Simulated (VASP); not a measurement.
Ba3Mo:

```
Ba Mo
1.0
     5.30190    0.00000    0.00000
     0.00000    5.30190    0.00000
     0.00000    0.00000    5.30190
Ba Mo
3 1
Direct
  0.00000 0.50000 0.50000
  0.50000 0.00000 0.50000
  0.50000 0.50000 0.00000
  0.00000 0.00000 0.00000
```

- Program: VASP 6.6.1
- Task: relaxation of cell and atoms
- Functional: PBE
- Potentials or basis: VASP PAW PBE potentials, release 64 (Ba_sv, Mo_sv)
- Cutoff: 600 eV
- k mesh: 10 × 10 × 10
- Occupations: gaussian, width 0.1 eV
- Spin: no spin polarisation

At the start: pressure 0.9 GPa; volume 37.26 Å³/atom.

**Question.** How do energy, volume and symmetry change on relaxing?

**Answer.** Over 3 steps the energy falls by 4.8 meV/atom and the volume is 39.08 Å³/atom (+4.9 %); space group Pm-3m (No. 221, to 0.1 Å) before and after.

Step by step:
```
step  energy change (eV)  largest force (eV/Å)  pressure (GPa)  volume (Å³)
   1              0.0000                0.0000            0.89       149.04
   2             -0.0167                0.0000            0.31       153.56
   3             -0.0191                0.0000           -0.02       156.33
```

Final structure:
```
Ba Mo
1.0
     5.38703    0.00000    0.00000
     0.00000    5.38703    0.00000
     0.00000    0.00000    5.38703
Ba Mo
3 1
Direct
  0.00000 0.50000 0.50000
  0.50000 0.00000 0.50000
  0.50000 0.50000 0.00000
  0.00000 0.00000 0.00000
```
